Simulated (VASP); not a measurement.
# V (Pm-3m) in VASP: notebook

Runs on V. Level: PBE. Tasks: relaxation of cell and atoms.

Everything below comes from runs of VASP 6.6.1. Logs are shortened: lines on timing, memory, paths and dates and some standing lists are left out, and cuts for length are marked.

## 1. The cell of the first run

Symmetry: Pm-3m, No. 221, cubic system. Conventional cell: a = 2.480 Å, b = 2.480 Å, c = 2.480 Å, α = 90.00°, β = 90.00°, γ = 90.00°. V (site symmetry m-3m) has 6 V at 2.48 Å within 3.3 Å.

This isn't the form of V at room conditions, which is bcc.

## 2. Relaxation of cell and atoms, PBE, collinear spin, ferromagnetic start

INCAR

```
PREC     = Accurate       # precision mode
ENCUT    = 600            # plane-wave cutoff, eV
EDIFF    = 1E-6           # SCF threshold, eV
ISMEAR   = -1             # smearing method
SIGMA    = 0.1            # smearing width, eV
LREAL    = F              # projectors in reciprocal space
LASPH    = T              # aspherical terms in the spheres
NELM     = 150            # most SCF steps
ALGO     = Normal         # electronic algorithm
ISIF     = 3              # what is computed and relaxed
LWAVE    = F              # write WAVECAR
LCHARG   = F              # write CHGCAR
ISPIN    = 2              # spin polarisation
MAGMOM   = 1.5            # initial moments
LORBIT   = 11             # projections on sites
LMAXMIX  = 4              # l up to which the mixer works
GGA      = PE             # functional
IBRION   = 2              # ionic algorithm
NSW      = 80             # ionic steps
EDIFFG   = -0.03          # ionic threshold
```

KPOINTS

```
Automatic mesh
0
Gamma
  10 10 10
```

POSCAR

```
V
1.0
    2.4800000000      0.0000000000      0.0000000000
    0.0000000000      2.4800000000      0.0000000000
    0.0000000000      0.0000000000      2.4800000000
V
1
Direct
    0.0000000000      0.0000000000      0.0000000000
```

Potentials or basis: VASP PAW PBE potentials, release 64 (V_sv).

Run with:

```sh
$ cat potpaw_PBE.64/V_sv/POTCAR > POTCAR
$ mpirun -np 1 vasp_std > vasp.out
```

OUTCAR:

```text
PREC = Accurate
   ENCUT = 600
   EDIFF = 1E-6
   ISMEAR = -1
   LREAL = F
   LASPH = T
   NELM = 150
   ISIF = 3
   ISPIN = 2
   LORBIT = 11
   GGA = PE
   IBRION = 2
   NSW = 80
   EDIFFG = -0.03

 ion  position               nearest neighbor table
   1  0.000  0.000  0.000-

  LATTYP: Found a simple cubic cell.
 ALAT       =     2.4800000000

  Lattice vectors:

 A1 = (   2.4800000000,   0.0000000000,   0.0000000000)
 A2 = (   0.0000000000,   2.4800000000,   0.0000000000)
 A3 = (   0.0000000000,   0.0000000000,   2.4800000000)

Analysis of symmetry for initial positions (statically):
=====================================================================
 Subroutine PRICEL returns:
 Original cell was already a primitive cell.

 Routine SETGRP: Setting up the symmetry group for a
 simple cubic supercell.

 Subroutine GETGRP returns: Found 48 space group operations
 (whereof 48 operations were pure point group operations)
 out of a pool of 48 trial point group operations.

The static configuration has the point symmetry O_h .

Analysis of symmetry for dynamics (positions and initial velocities):
=====================================================================
 Subroutine PRICEL returns:
 Original cell was already a primitive cell.

 Routine SETGRP: Setting up the symmetry group for a
 simple cubic supercell.

 Subroutine GETGRP returns: Found 48 space group operations
 (whereof 48 operations were pure point group operations)
 out of a pool of 48 trial point group operations.

The dynamic configuration has the point symmetry O_h .

Analysis of structural, dynamic, and magnetic symmetry:
=====================================================================
 Subroutine PRICEL returns:
 Original cell was already a primitive cell.

 Routine SETGRP: Setting up the symmetry group for a
 simple cubic supercell.

 Subroutine GETGRP returns: Found 48 space group operations
 (whereof 48 operations were pure point group operations)
 out of a pool of 48 trial point group operations.

The overall configuration has the point symmetry O_h .

 Subroutine INISYM returns: Found 48 space group operations
 (whereof 48 operations are pure point group operations),
 and found     1 'primitive' translations

----------------------------------------------------------------------------------------

                                     Primitive cell

  volume of cell :      15.2530

  direct lattice vectors                    reciprocal lattice vectors
     2.480000000  0.000000000  0.000000000     0.403225806  0.000000000  0.000000000
     0.000000000  2.480000000  0.000000000     0.000000000  0.403225806  0.000000000
     0.000000000  0.000000000  2.480000000     0.000000000  0.000000000  0.403225806
[... 104 lines left out ...]
  Fermi-wavevector in a.u.,A,eV,Ry     =   1.552164  2.933165 32.779333  2.409213
  Thomas-Fermi vector in A             =   2.656579
   LORBIT       =     11    0 simple, 1 ext, 2 COOP (PROOUT), +10 PAW based schemes
   GGA     = PE    functional components
   LHFCALC =     F    Hartree Fock is set to
   AEXX    =    0.0000 exact exchange contribution
   IVDW    =     0    specifies the selected vdW correction
   LEPSILON=     F    determine dielectric tensor
   LRPA    =     F    only Hartree local field effects (RPA)
 conjugate gradient relaxation of ions
 spin polarized calculation
  energy-cutoff  :      600.00
  volume of cell :       15.25
 maximum number of plane-waves:       536
 NGX is ok and might be reduce to    20
   NGX =  9   NGY =  9   NGZ =  9

--------------------------------------- Ionic step        1  -------------------------------------------

 number of electron      13.0000002 magnetization       0.0004530

 Free energy of the ion-electron system (eV)
  ---------------------------------------------------
  ext. energy  EPLUGINS =         0.00000000
  ---------------------------------------------------
  free energy    TOTEN  =        -8.14528385 eV

  energy without entropy =       -8.07995746  energy(sigma->0) =       -8.11262065

------------------------ aborting loop because EDIFF is reached ----------------------------------------

  FORCE on cell =-STRESS in cart. coord.  units (eV):
  Direction    XX          YY          ZZ          XY          YZ          ZX
  --------------------------------------------------------------------------------------
  -------------------------------------------------------------------------------------
  Total       -0.3434359     -0.3434359     -0.3434359      0.0000000      0.0000000     -0.0000000
  in kB      -36.0745797    -36.0745797    -36.0745797      0.0000000      0.0000000     -0.0000000
  external PRESSURE =     -36.0745797 kB  Pullay stress =       0.0000000 kB
[... 59 lines left out ...]
 number of electron      13.0000013 magnetization       0.0000013

 number of electron      13.0000013 magnetization      -0.0000003

 Free energy of the ion-electron system (eV)
  ---------------------------------------------------
  ext. energy  EPLUGINS =         0.00000000
  ---------------------------------------------------
  free energy    TOTEN  =        -8.15019270 eV

  energy without entropy =       -8.08503495  energy(sigma->0) =       -8.11761382

 E-fermi :   8.7196     XC(G=0): -12.2749

 val. band max:        8.6600824196   @ k =   0.5000   0.3000   0.2000
 cond. band min:       8.7494411832   @ k =   0.5000   0.4000   0.2000
 fundamental gap:      0.0893587635
 Fermi energy:         8.7195781307

 spin component 1

 k-point     1 :       0.0000    0.0000    0.0000
  band No.  band energies     occupation
      1     -55.1442      1.00000
      2     -28.4140      1.00000
      3     -28.4140      1.00000
      4     -28.4140      1.00000
      5       2.4002      1.00000
      6       6.6240      1.00000
      7       6.6240      1.00000
      8      12.1973      0.00000
      9      12.1973      0.00000
     10      12.1973      0.00000
     11      26.8674      0.00000
[... 310 lines left out ...]
  band No.  band energies     occupation
      1     -55.0118      1.00000
      2     -29.0656      1.00000
      3     -28.4476      1.00000
      4     -28.4375      1.00000
      5       5.0962      1.00000
      6       7.4691      1.00000
      7       8.2263      0.99285
      8      10.5428      0.00000
      9      10.9605      0.00000
     10      11.9111      0.00000
     11      19.3461      0.00000

 [... further k-points ...]

 spin component 2

 k-point     1 :       0.0000    0.0000    0.0000
  band No.  band energies     occupation
      1     -55.1442      1.00000
      2     -28.4140      1.00000
      3     -28.4140      1.00000
      4     -28.4140      1.00000
      5       2.4002      1.00000
      6       6.6240      1.00000
      7       6.6240      1.00000
      8      12.1973      0.00000
      9      12.1973      0.00000
     10      12.1973      0.00000
     11      26.8674      0.00000
[... 350 lines left out ...]
  FREE ENERGIE OF THE ION-ELECTRON SYSTEM (eV)
  ---------------------------------------------------
  free  energy   TOTEN  =        -8.1501926976 eV

  energy  without entropy=       -8.0850349521  energy(sigma->0) =       -8.11761382

 reached required accuracy - stopping structural energy minimisation

 total charge

# of ion       s       p       d       tot
------------------------------------------
    1        2.350   6.161   3.200  11.712

 magnetization (x)

# of ion       s       p       d       tot
------------------------------------------
    1       -0.000   0.000   0.000   0.000
```

CONTCAR:

```text
V
   1.00000000000000
     2.4567201891407029   -0.0000000000000000   -0.0000000000000000
     0.0000000000000000    2.4567201891407029   -0.0000000000000000
     0.0000000000000000    0.0000000000000000    2.4567201891407029
  V
     1
Direct
     0.0000000000000000    0.0000000000000000    0.0000000000000000

  0.00000000E+00  0.00000000E+00  0.00000000E+00
```

Wall time 16 s (1 thread of Intel Xeon 6975P-C (Granite Rapids), shared host); peak memory 0.15 GiB.

Results:

```yaml
Free_energy: -8.1502 eV
Relaxed_volume: 14.83 Å³/atom
Relaxed_cell: a = 2.457 Å, b = 2.457 Å, c = 2.457 Å, α = 90.00°, β = 90.00°, γ = 90.00°
Space_group_after_relaxing_to_0.1_Å: Pm-3m (No. 221)
Energy_gained_by_relaxing: 4.9 meV/atom
Ionic_steps: 3
Pressure_after_relaxing: 0.0 GPa
Net_moment: 0.00 μB per cell
Valence_electrons_inside_the_program's_atomic_spheres: V 11.71
```

The path:
```
step  energy change (eV)  largest force (eV/Å)  pressure (GPa)  volume (Å³)
   1              0.0000                0.0000           -3.61        15.25
   2             -0.0019                0.0000            3.07        14.51
   3             -0.0049                0.0000           -0.01        14.83
```

Final structure:
```cif
data_structure
_symmetry_space_group_name_H-M 'P 1'
_symmetry_Int_Tables_number 1
_cell_length_a 2.4567
_cell_length_b 2.4567
_cell_length_c 2.4567
_cell_angle_alpha 90.000
_cell_angle_beta 90.000
_cell_angle_gamma 90.000
_cell_volume 14.83
loop_
_atom_site_label
_atom_site_type_symbol
_atom_site_fract_x
_atom_site_fract_y
_atom_site_fract_z
_atom_site_occupancy
V1 V 0.00000 0.00000 0.00000 1
```

Levels at points of the mesh, in eV from the Fermi level:
Spin up:
```csv
k point,band 4,band 5,band 6,band 7,band 8,band 9,band 10,band 11
"(0.00, 0.00, 0.00)",-37.13,-6.32,-2.10,-2.10,3.48,3.48,3.48,18.15
"(0.50, 0.00, 0.00)",-37.04,-2.23,-1.34,-0.19,1.52,1.52,3.66,7.67
"(0.50, 0.50, 0.00)",-36.96,-3.49,-0.69,1.95,1.95,4.69,6.07,6.07
"(0.50, 0.50, 0.50)",-37.86,-1.89,-1.89,-1.89,4.80,4.80,10.35,13.28
```
Spin down:
```
           k point  band 3  band 4  band 5  band 6  band 7  band 8  band 9  band 10  band 11
(0.00, 0.00, 0.00)  -37.13  -37.13   -6.32   -2.10   -2.10    3.48    3.48     3.48    18.15
(0.50, 0.00, 0.00)  -37.04  -37.04   -2.23   -1.34   -0.19    1.52    1.52     3.66     7.67
(0.50, 0.50, 0.00)  -38.00  -36.96   -3.49   -0.69    1.95    1.95    4.69     6.07     6.07
(0.50, 0.50, 0.50)  -37.86  -37.86   -1.89   -1.89   -1.89    4.80    4.80    10.35    13.28
```

## 3. Relaxation of cell and atoms, PBE, collinear spin, ferromagnetic start, target pressure 10 GPa, at which the enthalpy is minimised

INCAR

```
SYSTEM = V
  PREC = Accurate
  ENCUT = 600
  EDIFF = 1E-6
  ISMEAR = -1
  SIGMA = 0.1
  LREAL = .FALSE.
  LASPH = .TRUE.
  NELM = 150
  ALGO = Normal
  ISIF = 3
  LWAVE = .FALSE.
  LCHARG = .FALSE.
  ISPIN = 2
  MAGMOM = 1.5
  LORBIT = 11
  LMAXMIX = 4
  GGA = PE
  IBRION = 2
  NSW = 80
  EDIFFG = -0.03
  PSTRESS = 100.0
```

KPOINTS

```
Automatic mesh
0
G
  10 10 10
  0 0 0
```

POSCAR is that of step 2.

Potentials or basis: VASP PAW PBE potentials, release 64 (V_sv).

Run with:

```sh
$ cat potpaw_PBE.64/V_sv/POTCAR > POTCAR
$ mpirun -np 1 vasp_std > vasp.out
```

Run time: 17 s. Hardware: 1 thread of Intel Xeon 6975P-C (Granite Rapids), shared host; peak memory 0.14 GiB.

The run converged. Its results:

| Item | Value |
| --- | --- |
| Free energy | -8.1235 eV |
| Relaxed volume | 13.90 Å³/atom |
| Relaxed cell | a = 2.405 Å, b = 2.405 Å, c = 2.405 Å, α = 90.00°, β = 90.00°, γ = 90.00° |
| Space group after relaxing (to 0.1 Å) | Pm-3m (No. 221) |
| Energy change on relaxing (the run minimises the enthalpy) | +21.8 meV/atom |
| Ionic steps | 3 |
| Pressure after relaxing | 9.7 GPa |
| Net moment | 0.00 μB per cell |
| Valence electrons inside the program's atomic spheres | V 11.82 |

The path:
```csv
step,energy change (eV),largest force (eV/Å),pressure (GPa),volume (Å³)
1,0.0000,0.0000,-3.61,15.25
2,0.1811,0.0000,30.08,12.57
3,0.0218,0.0000,9.72,13.90
```

Final structure:
```yaml
crystal:
  lattice:
    - [2.40457, 0.00000, 0.00000]
    - [0.00000, 2.40457, 0.00000]
    - [0.00000, 0.00000, 2.40457]
  atoms:
    - { symbol: V, position: [0.00000, 0.00000, 0.00000] }
```

Levels at points of the mesh, in eV from the Fermi level:
Spin up:
| k point | band 4 | band 5 | band 6 | band 7 | band 8 | band 9 | band 10 | band 11 |
| --- | --- | --- | --- | --- | --- | --- | --- | --- |
| (0.00, 0.00, 0.00) | -36.99 | -6.48 | -2.29 | -2.29 | 3.75 | 3.75 | 3.75 | 18.94 |
| (0.50, 0.00, 0.00) | -36.88 | -2.26 | -1.47 | -0.12 | 1.60 | 1.60 | 3.95 | 8.30 |
| (0.50, 0.50, 0.00) | -36.77 | -3.85 | -0.71 | 2.08 | 2.08 | 5.08 | 6.50 | 6.50 |
| (0.50, 0.50, 0.50) | -37.86 | -2.12 | -2.12 | -2.12 | 5.20 | 5.20 | 10.44 | 14.23 |
Spin down:
| k point | band 4 | band 5 | band 6 | band 7 | band 8 | band 9 | band 10 | band 11 |
| --- | --- | --- | --- | --- | --- | --- | --- | --- |
| (0.00, 0.00, 0.00) | -36.99 | -6.48 | -2.29 | -2.29 | 3.75 | 3.75 | 3.75 | 18.94 |
| (0.50, 0.00, 0.00) | -36.88 | -2.26 | -1.47 | -0.12 | 1.60 | 1.60 | 3.95 | 8.30 |
| (0.50, 0.50, 0.00) | -36.77 | -3.85 | -0.71 | 2.08 | 2.08 | 5.08 | 6.50 | 6.50 |
| (0.50, 0.50, 0.50) | -37.86 | -2.12 | -2.12 | -2.12 | 5.20 | 5.20 | 10.44 | 14.23 |

Caveat: the cell is relaxed towards a set pressure, so the run minimises the enthalpy, not the energy.

## 4. Relaxation of cell and atoms, PBE, collinear spin, ferromagnetic start, target pressure 20 GPa, at which the enthalpy is minimised

INCAR

```
SYSTEM = V
PREC     = Accurate       ! precision mode
ENCUT    = 600            ! plane-wave cutoff, eV
EDIFF    = 1E-7           ! SCF threshold, eV
ISMEAR   = -1             ! smearing method
SIGMA    = 0.1            ! smearing width, eV
LREAL    = .False.        ! projectors in reciprocal space
LASPH    = .True.         ! aspherical terms in the spheres
NELM     = 150            ! most SCF steps
ALGO     = Normal         ! electronic algorithm
ISIF     = 3              ! what is computed and relaxed
LWAVE    = .False.        ! write WAVECAR
LCHARG   = .False.        ! write CHGCAR
ISPIN    = 2              ! spin polarisation
MAGMOM   = 1.5            ! initial moments
LORBIT   = 11             ! projections on sites
LMAXMIX  = 4              ! l up to which the mixer works
GGA      = PE             ! functional
IBRION   = 2              ! ionic algorithm
NSW      = 80             ! ionic steps
EDIFFG   = -0.03          ! ionic threshold
PSTRESS  = 200.0
```

KPOINTS

```
regular mesh
0
Gamma
  10 10 10
  0 0 0
```

POSCAR is that of step 3.

Run with:

```sh
$ cat potpaw_PBE.64/V_sv/POTCAR > POTCAR
$ mpirun -np 1 vasp_std > vasp.out
```

Run time: 22 s. Hardware: 1 thread of Intel Xeon 6975P-C (Granite Rapids), shared host; peak memory 0.15 GiB.

Results (log left out):

```yaml
Free_energy: -8.0563 eV
Relaxed_volume: 13.16 Å³/atom
Relaxed_cell: a = 2.361 Å, b = 2.361 Å, c = 2.361 Å, α = 90.00°, β = 90.00°, γ = 90.00°
Space_group_after_relaxing_to_0.1_Å: Pm-3m (No. 221)
Energy_change_on_relaxing_the_run_minimises_the_enthalpy: +89.0 meV/atom
Ionic_steps: 4
Pressure_after_relaxing: 19.8 GPa
Net_moment: 0.00 μB per cell
Valence_electrons_inside_the_program's_atomic_spheres: V 11.91
```

The path:
```tsv
step	energy change (eV)	largest force (eV/Å)	pressure (GPa)	volume (Å³)
1	0.0000	0.0000	-3.61	15.25
2	0.7343	0.0000	75.72	10.81
3	0.0793	0.0000	18.54	13.25
4	0.0890	0.0000	19.84	13.16
```

Final structure:
```
V
1.0
     2.36121    0.00000    0.00000
     0.00000    2.36121    0.00000
     0.00000    0.00000    2.36121
V
1
Direct
  0.00000 0.00000 0.00000
```

Levels at points of the mesh, in eV from the Fermi level:
Spin up:
| k point | band 5 | band 6 | band 7 | band 8 | band 9 | band 10 |
| --- | --- | --- | --- | --- | --- | --- |
| (0.00, 0.00, 0.00) | -6.61 | -2.48 | -2.48 | 4.00 | 4.00 | 4.00 |
| (0.50, 0.00, 0.00) | -2.28 | -1.60 | -0.05 | 1.67 | 1.67 | 4.21 |
| (0.50, 0.50, 0.00) | -4.19 | -0.73 | 2.18 | 2.18 | 5.43 | 6.89 |
| (0.50, 0.50, 0.50) | -2.33 | -2.33 | -2.33 | 5.56 | 5.56 | 10.51 |
Spin down:
| k point | band 5 | band 6 | band 7 | band 8 | band 9 | band 10 |
| --- | --- | --- | --- | --- | --- | --- |
| (0.00, 0.00, 0.00) | -6.61 | -2.48 | -2.48 | 4.00 | 4.00 | 4.00 |
| (0.50, 0.00, 0.00) | -2.28 | -1.60 | -0.05 | 1.67 | 1.67 | 4.21 |
| (0.50, 0.50, 0.00) | -4.19 | -0.73 | 2.18 | 2.18 | 5.43 | 6.89 |
| (0.50, 0.50, 0.50) | -2.33 | -2.33 | -2.33 | 5.56 | 5.56 | 10.51 |

Caveat: the cell is relaxed towards a set pressure, so the run minimises the enthalpy, not the energy.

## 5. The runs side by side

```csv
cell,gap on the mesh (eV),pressure (GPa),moment (μB)
relaxed,none,0.0,0.00
relaxed to 10 GPa,none,9.7,0.00
relaxed to 20 GPa,none,19.8,0.00
```

Alike in all rows: task relaxation of cell and atoms; level PBE; potentials or basis VASP PAW PBE potentials, release 64 (V_sv); spin collinear, ferromagnetic start; k mesh 10 × 10 × 10; cutoff (eV) 600; smearing fermi-dirac 0.1 eV.

Caveats: the cell is relaxed towards a set pressure, so the run minimises the enthalpy, not the energy (at least some runs).

Absolute energies hang on the potentials; compare differences alone.
